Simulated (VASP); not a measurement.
Input of a VASP 6.6.1 run:

File INCAR:

```
SYSTEM = Pd
PREC = Accurate
ENCUT = 520
EDIFF = 1E-6
ISMEAR = -1
SIGMA = 0.05
LREAL = .False.
LASPH = .True.
NELM = 150
ALGO = Fast
ISIF = 2
LWAVE = .False.
LCHARG = .False.
MAGMOM = 0 0 0
LORBIT = 11
LSORBIT = .True.
GGA_COMPAT = .False.
LORBMOM = .True.
LMAXMIX = 4
GGA = PE
NBANDS = 21
```

Contents of KPOINTS:

```
regular mesh
0
Gamma
  12 12 12
  0 0 0
```

Contents of POSCAR:

```
Pd
1.0
    0.0000000000      1.9465000000      1.9465000000
    1.9465000000      0.0000000000      1.9465000000
    1.9465000000      1.9465000000      0.0000000000
Pd
1
Direct
    0.0000000000      0.0000000000      0.0000000000
```

Potentials or basis: VASP PAW PBE potentials, release 64 (Pd).

Command:

```bash
$ cat potpaw_PBE.64/Pd/POTCAR > POTCAR
$ mpirun -np 1 vasp_ncl > vasp.out
```

(1) Predict the net moment.

(2) What does it give for the pressure?

Results:

(1) 0.00 μB per cell.

(2) 6.7 GPa.

Caveat: the cell stands under pressure.
